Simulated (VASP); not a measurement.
# Al3Ru2 (I4/mmm) in VASP: notebook, part 2 of 2

VASP 6.6.1. Earlier steps stand in the parts before.

### Step 3. Single point, PBEsol (volume scaled by 0.94, then relaxed in part)

The input, INCAR:

```
PREC = Accurate
ENCUT = 520
EDIFF = 1E-7
ISMEAR = 0
SIGMA = 0.1
LREAL = F
LASPH = T
NELM = 100
ALGO = Fast
ISIF = 2
LWAVE = F
LCHARG = F
GGA = PS
NBANDS = 26
```

The input, KPOINTS:

```
regular mesh
0
Gamma
  16 16 16
```

The input, POSCAR:

```
Al3Ru2
1.0
   -1.5076481298      1.5076481298      6.9587484188
    1.5076481298     -1.5076481298      6.9587484188
    1.5076481298      1.5076481298     -6.9587484188
Al Ru
3 2
Direct
    0.0000000000      0.0000000000      0.0000000000
    0.8049770184      0.8049770184      0.0000000000
    0.1950229816      0.1950229816      0.0000000000
    0.6056483399      0.6056483399      0.0000000000
    0.3943516601      0.3943516601      0.0000000000
```

Potentials or basis: VASP PAW PBE potentials, release 64 (Al, Ru_pv).

Run with:

```bash
> cat potpaw_PBE.64/Al/POTCAR potpaw_PBE.64/Ru_pv/POTCAR > POTCAR
> mpirun -np 1 vasp_std > vasp.out
```

OUTCAR:

```text
PREC = Accurate
   ENCUT = 520
   EDIFF = 1E-7
   ISMEAR = 0
   LREAL = F
   LASPH = T
   NELM = 100
   ISIF = 2
   GGA = PS

 ion  position               nearest neighbor table
   1  0.000  0.000  0.000-   4 2.59   4 2.59   5 2.59   4 2.59   5 2.59   5 2.59   4 2.59   5 2.59
                             2 2.71   3 2.71
   2  0.805  0.805  0.000-   5 2.47   5 2.47   5 2.47   5 2.47   3 2.62   3 2.62   3 2.62   3 2.62
                             1 2.71   4 2.77
   3  0.195  0.195  0.000-   4 2.47   4 2.47   4 2.47   4 2.47   2 2.62   2 2.62   2 2.62   2 2.62
                             1 2.71   5 2.77
   4  0.606  0.606  0.000-   3 2.47   3 2.47   3 2.47   3 2.47   1 2.59   1 2.59   1 2.59   1 2.59
                             2 2.77   5 2.94
   5  0.394  0.394  0.000-   2 2.47   2 2.47   2 2.47   2 2.47   1 2.59   1 2.59   1 2.59   1 2.59
                             3 2.77   4 2.94

  LATTYP: Found a body centered tetragonal cell.
 ALAT       =     3.0152962596
 C/A-ratio  =     4.6156316459

  Lattice vectors:

 A1 = (  -1.5076481298,   1.5076481298,   6.9587484188)
 A2 = (   1.5076481298,  -1.5076481298,   6.9587484188)
 A3 = (   1.5076481298,   1.5076481298,  -6.9587484188)

Analysis of symmetry for initial positions (statically):
=====================================================================
 Subroutine PRICEL returns:
 Original cell was already a primitive cell.

 Routine SETGRP: Setting up the symmetry group for a
 body centered tetragonal supercell.

 Subroutine GETGRP returns: Found 16 space group operations
 (whereof 16 operations were pure point group operations)
 out of a pool of 16 trial point group operations.

The static configuration has the point symmetry D_4h.

Analysis of symmetry for dynamics (positions and initial velocities):
=====================================================================
 Subroutine PRICEL returns:
 Original cell was already a primitive cell.

[... 128 lines left out ...]
   ISMEAR =     0;   SIGMA  =   0.10  broadening in eV -4-tet -1-fermi 0-gaus
   EFERMI_NEDOS =   21; number of points for ismear=-14 and -15
   IALGO  =     68    algorithm
   IMIX   =      4    mixing-type and parameters
     AMIX     =   0.40;   BMIX     =  1.00
     AMIX_MAG =   1.60;   BMIX_MAG =  1.00
  volume/ion in A,a.u.               =      12.65        85.39
  Fermi-wavevector in a.u.,A,eV,Ry     =   1.369026  2.587084 25.500478  1.874232
  Thomas-Fermi vector in A             =   2.494938
   LORBIT       =      0    0 simple, 1 ext, 2 COOP (PROOUT), +10 PAW based schemes
   GGA     = PS    functional components
   LHFCALC =     F    Hartree Fock is set to
   AEXX    =    0.0000 exact exchange contribution
   IVDW    =     0    specifies the selected vdW correction
   LEPSILON=     F    determine dielectric tensor
   LRPA    =     F    only Hartree local field effects (RPA)
 non-spin polarized calculation
 RMM-DIIS sequential band-by-band and
 Gauss-broadening in eV      SIGMA  =   0.10
  energy-cutoff  :      520.00
  volume of cell :       63.27
 maximum number of plane-waves:      1734
   NGX = 27   NGY = 27   NGZ = 27

 number of electron      37.0000001 magnetization

 Free energy of the ion-electron system (eV)
  ---------------------------------------------------
  ext. energy  EPLUGINS =         0.00000000
  ---------------------------------------------------
  free energy    TOTEN  =       -35.82206822 eV

  energy without entropy =      -35.81609968  energy(sigma->0) =      -35.81908395

 E-fermi :  11.3286     XC(G=0): -12.6241

 val. band max:       11.3166432301   @ k =   0.2500   0.2500   0.0000
 cond. band min:      11.3298866351   @ k =  -0.3125   0.3750   0.0625
 fundamental gap:      0.0132434050
 Fermi energy:        11.3285979745

 k-point     1 :       0.0000    0.0000    0.0000
  band No.  band energies     occupation
      1     -30.6420      2.00000
      2     -30.5375      2.00000
      3     -30.5375      2.00000
      4     -30.5265      2.00000
      5     -30.5265      2.00000
      6     -30.5139      2.00000
[... 685 lines left out ...]
     25      17.4076      0.00000
     26      18.6189      0.00000

 [... further k-points ...]
[... 5 lines left out ...]
  --------------------------------------------------------------------------------------
  -------------------------------------------------------------------------------------
  Total        5.4098030      5.4098030      5.4429364      0.0000000      0.0000000      0.0000000
  in kB      136.9938020    136.9938020    137.8328469      0.0000000      0.0000000      0.0000000
  external PRESSURE =     137.2734837 kB  Pullay stress =       0.0000000 kB

 VOLUME and BASIS-vectors are now :
 -----------------------------------------------------------------------------
  energy-cutoff  :      520.00
  volume of cell :       63.27
      direct lattice vectors                 reciprocal lattice vectors
    -1.507648130  1.507648130  6.958748419     0.000000000  0.331642371  0.071852001
     1.507648130 -1.507648130  6.958748419     0.331642371  0.000000000  0.071852001
     1.507648130  1.507648130 -6.958748419     0.331642371  0.331642371  0.000000000

 POSITION                                       TOTAL-FORCE (eV/Angst)
 -----------------------------------------------------------------------------------
      0.00000      0.00000      0.00000         0.000000      0.000000      0.000000
      0.00000      0.00000     11.20327        -0.000000     -0.000000     -0.007057
      0.00000      0.00000      2.71423         0.000000      0.000000      0.007057
      0.00000      0.00000      8.42911        -0.000000     -0.000000     -0.001448
      0.00000      0.00000      5.48839         0.000000      0.000000      0.001448
 -----------------------------------------------------------------------------------
    total drift:                                0.000000     -0.000000     -0.000000

  FREE ENERGIE OF THE ION-ELECTRON SYSTEM (eV)
  ---------------------------------------------------
  free  energy   TOTEN  =       -35.8220682170 eV

  energy  without entropy=      -35.8160996802  energy(sigma->0) =      -35.81908395
```

Wall time 27 min (1 thread of Intel Xeon 6975P-C (Granite Rapids), shared host); peak memory 0.76 GiB.

Results:

| Item | Value |
| --- | --- |
| Free energy | -35.8221 eV |
| Pressure | 13.7 GPa |
| Largest force | 0.007 eV/Å |

Forces in eV/Å, atoms in the order of the input:
```
Al   0.000  0.000  0.000
Al   0.000  0.000 -0.007
Al   0.000  0.000  0.007
Ru   0.000  0.000 -0.001
Ru   0.000  0.000  0.001
```

Caveat: the PAW data sets were made with another functional, which shifts forces and pressure a little.

### Step 4. Single point, PBEsol (biaxial strain in the a-b plane: -4.5 %, then relaxed in part)

The input, INCAR:

```
ALGO     = Fast           # electronic algorithm
EDIFF    = 1E-6           # SCF threshold, eV
ENCUT    = 520            # plane-wave cutoff, eV
GGA      = PS             # functional
ISIF     = 2              # what is computed and relaxed
ISMEAR   = 0              # smearing method
LASPH    = True           # aspherical terms in the spheres
LCHARG   = False          # write CHGCAR
LREAL    = False          # projectors in reciprocal space
LWAVE    = False          # write WAVECAR
NBANDS   = 48             # bands
NELM     = 80             # most SCF steps
PREC     = Accurate       # precision mode
SIGMA    = 0.1            # smearing width, eV
```

The input, KPOINTS:

```
k-points
0
Gamma
  12 12 4
```

The input, POSCAR:

```
Al3Ru2
1.0
    2.9350614723      0.0000000000      0.0000000000
    0.0000000000      2.9350614723      0.0000000000
    0.0000000000      0.0000000000     14.9636482983
Al Ru
6 4
Direct
    0.0000000000      0.0000000000      0.0000000000
    0.5000000000      0.5000000000      0.3085136982
    0.0000000000      0.0000000000      0.1914863018
    0.5000000000      0.5000000000      0.5000000000
    0.0000000000      0.0000000000      0.8085136982
    0.5000000000      0.5000000000      0.6914863018
    0.5000000000      0.5000000000      0.1026070608
    0.0000000000      0.0000000000      0.3973929392
    0.0000000000      0.0000000000      0.6026070608
    0.5000000000      0.5000000000      0.8973929392
```

Run with:

```bash
> cat potpaw_PBE.64/Al/POTCAR potpaw_PBE.64/Ru_pv/POTCAR > POTCAR
> mpirun -np 1 vasp_std > vasp.out
```

Wall time 3.9 min (1 thread of Intel Xeon 6975P-C (Granite Rapids), shared host); peak memory 0.5 GiB.

It converged, with:

```
Free energy            : -71.3197 eV
Pressure               : 11.5 GPa
Largest force          : 0.013 eV/Å
Band gap on the k mesh : zero (band 37 reaches 12.73 eV, above the bottom of band 38 at 10.50 eV)
```

Forces on the atoms (eV/Å):
```
Al   0.000  0.000  0.000
Al   0.000  0.000 -0.013
Al   0.000  0.000  0.013
Al   0.000  0.000  0.000
Al   0.000  0.000 -0.013
Al   0.000  0.000  0.013
Ru   0.000  0.000 -0.009
Ru   0.000  0.000  0.009
Ru   0.000  0.000 -0.009
Ru   0.000  0.000  0.009
```

Stress tensor (GPa, compression positive):
```
17.12  0.00  0.00
 0.00 17.12  0.00
 0.00  0.00  0.17
```

Levels at points of the mesh, in eV from the Fermi level:
```tsv
k point	band 35	band 36	band 37	band 38	band 39	band 40	band 41	band 42
(0.00, 0.00, 0.00)	0.11	0.12	0.21	0.22	1.74	2.79	3.11	5.10
(0.50, 0.00, 0.00)	-0.97	-0.97	-0.31	-0.31	1.32	1.32	2.07	2.07
(0.50, 0.50, 0.00)	0.49	0.49	1.57	1.57	1.60	1.60	2.13	2.13
(0.00, 0.00, 0.50)	0.12	0.12	0.21	0.21	2.02	2.02	4.30	4.30
(0.50, 0.00, 0.50)	-0.97	-0.97	-0.31	-0.31	1.30	1.30	2.08	2.08
(0.50, 0.50, 0.50)	1.32	1.32	1.32	1.32	1.57	1.57	1.60	1.60
```

Caveat: the cell differs from its parent crystal (biaxial strain in the a-b plane: -4.5 %, then relaxed in part); the PAW data sets were made with another functional, which shifts forces and pressure a little.

### Step 5. Single point, PBEsol (biaxial strain in the a-b plane: -3.0 %, then relaxed in part)

The input, INCAR:

```
SYSTEM = Al3Ru2
PREC = Accurate ; ENCUT = 520
EDIFF = 1E-6 ; ISMEAR = 0
SIGMA = 0.1 ; LREAL = .FALSE.
LASPH = .TRUE. ; NELM = 100
ALGO = Fast ; ISIF = 2
LWAVE = .FALSE. ; LCHARG = .FALSE.
GGA = PS ; NBANDS = 48
```

The input, KPOINTS:

```
regular mesh
0
G
  12 12 4
  0 0 0
```

The input, POSCAR:

```
Al3Ru2
1.0
    2.9811619142      0.0000000000      0.0000000000
    0.0000000000      2.9811619142      0.0000000000
    0.0000000000      0.0000000000     14.6879823318
Al Ru
6 4
Direct
    0.0000000000      0.0000000000      0.0000000000
    0.5000000000      0.5000000000      0.3077382623
    0.0000000000      0.0000000000      0.1922617377
    0.5000000000      0.5000000000      0.5000000000
    0.0000000000      0.0000000000      0.8077382623
    0.5000000000      0.5000000000      0.6922617377
    0.5000000000      0.5000000000      0.1036634877
    0.0000000000      0.0000000000      0.3963365123
    0.0000000000      0.0000000000      0.6036634877
    0.5000000000      0.5000000000      0.8963365123
```

Run with:

```bash
> cat potpaw_PBE.64/Al/POTCAR potpaw_PBE.64/Ru_pv/POTCAR > POTCAR
> mpirun -np 1 vasp_std > vasp.out
```

It took 4.6 min on 1 thread of Intel Xeon 6975P-C (Granite Rapids), shared host; peak memory 0.5 GiB.

It converged, with:

* Free energy: -71.6755 eV
* Pressure: 7.5 GPa
* Largest force: 0.011 eV/Å
* Band gap on the k mesh: zero (band 37 reaches 12.34 eV, above the bottom of band 38 at 10.30 eV)

Forces on the atoms (eV/Å):
```
Al   0.000  0.000  0.000
Al   0.000  0.000 -0.011
Al   0.000  0.000  0.011
Al   0.000  0.000  0.000
Al   0.000  0.000 -0.011
Al   0.000  0.000  0.011
Ru   0.000  0.000 -0.007
Ru   0.000  0.000  0.007
Ru   0.000  0.000 -0.007
Ru   0.000  0.000  0.007
```

Stress tensor (GPa, compression positive):
```
11.24  0.00  0.00
 0.00 11.24  0.00
 0.00  0.00  0.06
```

Levels at points of the mesh, in eV from the Fermi level:
```csv
k point,band 34,band 35,band 36,band 37,band 38,band 39,band 40,band 41,band 42,band 43
"(0.00, 0.00, 0.00)",-0.55,0.01,0.02,0.11,0.12,2.04,3.06,3.72,5.02,5.02
"(0.50, 0.00, 0.00)",-1.68,-1.00,-1.00,-0.31,-0.31,1.40,1.40,1.95,1.95,3.92
"(0.50, 0.50, 0.00)",0.49,0.51,0.51,1.42,1.42,1.45,1.45,2.14,2.14,2.17
"(0.00, 0.00, 0.50)",-0.65,0.01,0.01,0.12,0.12,2.34,2.34,4.92,4.92,5.35
"(0.50, 0.00, 0.50)",-1.68,-1.00,-1.00,-0.31,-0.31,1.38,1.38,1.96,1.96,3.84
"(0.50, 0.50, 0.50)",0.67,1.37,1.37,1.37,1.37,1.42,1.42,1.45,1.45,1.95
```

Caveat: the cell differs from its parent crystal (biaxial strain in the a-b plane: -3.0 %, then relaxed in part); the PAW data sets were made with another functional, which shifts forces and pressure a little.

### Step 6. Single point, PBEsol (biaxial strain in the a-b plane: -4.5 %)

The input, INCAR:

```
SYSTEM = Al3Ru2
  PREC = Accurate
  ENCUT = 520
  EDIFF = 1E-7
  ISMEAR = 0
  SIGMA = 0.1
  LREAL = .FALSE.
  LASPH = .TRUE.
  NELM = 100
  ALGO = Fast
  ISIF = 2
  LWAVE = .FALSE.
  LCHARG = .FALSE.
  GGA = PS
  NBANDS = 48
```

The input, KPOINTS:

```
Automatic mesh
0
G
  12 12 4
  0 0 0
```

Changes to POSCAR since step 5:

```diff
@@ -2,5 +2,5 @@
 1.0
-    2.9811619142      0.0000000000      0.0000000000
-    0.0000000000      2.9811619142      0.0000000000
-    0.0000000000      0.0000000000     14.6879823318
+    2.9350614723      0.0000000000      0.0000000000
+    0.0000000000      2.9350614723      0.0000000000
+    0.0000000000      0.0000000000     14.6364596300
 Al Ru
```

Potentials or basis: VASP PAW PBE potentials, release 64 (Al, Ru_pv).

Run with:

```bash
> cat potpaw_PBE.64/Al/POTCAR potpaw_PBE.64/Ru_pv/POTCAR > POTCAR
> mpirun -np 1 vasp_std > vasp.out
```

Wall time 21 min (1 thread of Oxide Virtual Turin-like, shared host); peak memory 0.47 GiB.

The run converged. Its results:

| Item | Value |
| --- | --- |
| Free energy | -71.2632 eV |
| Pressure | 16.3 GPa |
| Largest force | 0.181 eV/Å |
| Band gap on the k mesh | zero (band 37 reaches 12.98 eV, above the bottom of band 38 at 10.76 eV) |

Forces on the atoms (eV/Å):
```
Al   0.000  0.000  0.000
Al   0.000  0.000 -0.181
Al   0.000  0.000  0.181
Al   0.000  0.000  0.000
Al   0.000  0.000 -0.181
Al   0.000  0.000  0.181
Ru   0.000  0.000 -0.127
Ru   0.000  0.000  0.127
Ru   0.000  0.000 -0.127
Ru   0.000  0.000  0.127
```

Stress tensor (GPa, compression positive):
```
21.21  0.00  0.00
 0.00 21.21  0.00
 0.00  0.00  6.41
```

Levels at points of the mesh, in eV from the Fermi level:
| k point | band 34 | band 35 | band 36 | band 37 | band 38 | band 39 | band 40 | band 41 | band 42 | band 43 |
| --- | --- | --- | --- | --- | --- | --- | --- | --- | --- | --- |
| (0.00, 0.00, 0.00) | -0.59 | 0.05 | 0.06 | 0.16 | 0.17 | 2.02 | 3.03 | 3.69 | 5.27 | 5.27 |
| (0.50, 0.00, 0.00) | -1.74 | -1.03 | -1.03 | -0.33 | -0.33 | 1.45 | 1.45 | 2.10 | 2.10 | 4.02 |
| (0.50, 0.50, 0.00) | 0.44 | 0.56 | 0.56 | 1.55 | 1.55 | 1.59 | 1.59 | 2.21 | 2.21 | 2.29 |
| (0.00, 0.00, 0.50) | -0.69 | 0.06 | 0.06 | 0.17 | 0.17 | 2.32 | 2.32 | 4.86 | 4.86 | 5.60 |
| (0.50, 0.00, 0.50) | -1.74 | -1.03 | -1.03 | -0.33 | -0.33 | 1.43 | 1.43 | 2.11 | 2.11 | 3.95 |
| (0.50, 0.50, 0.50) | 0.70 | 1.39 | 1.39 | 1.39 | 1.39 | 1.55 | 1.55 | 1.59 | 1.59 | 2.07 |

Caveat: the cell differs from its parent crystal (biaxial strain in the a-b plane: -4.5 %); the PAW data sets were made with another functional, which shifts forces and pressure a little.

### Step 7. Summary

```csv
cell,k mesh,further INCAR settings,gap on the mesh (eV),pressure (GPa),largest force (eV/Å)
"a = 7.278 Å, angles 156.1, 156.1, 34.1°, 5 atoms",16 × 16 × 16,ALGO = Fast; EDIFF = 1e-07; NBANDS = 26,none,13.7,0.01
"a = 2.935, b = 2.935, c = 14.964 Å, 10 atoms",12 × 12 × 4,ALGO = Fast; EDIFF = 1e-06; NBANDS = 48,none,11.5,0.01
"a = 2.981, b = 2.981, c = 14.688 Å, 10 atoms",12 × 12 × 4,ALGO = Fast; EDIFF = 1e-06; NBANDS = 48,none,7.5,0.01
"a = 2.935, b = 2.935, c = 14.636 Å, 10 atoms",12 × 12 × 4,ALGO = Fast; EDIFF = 1e-07; NBANDS = 48,none,16.3,0.18
```

Alike in all rows: task single point; level PBEsol; potentials or basis VASP PAW PBE potentials, release 64 (Al, Ru_pv); no spin polarisation; cutoff (eV) 520; smearing gaussian 0.1 eV.

Caveats: the PAW data sets were made with another functional, which shifts forces and pressure a little.

Total energies depend on the potentials used, so only differences within one code and one set of settings carry meaning.
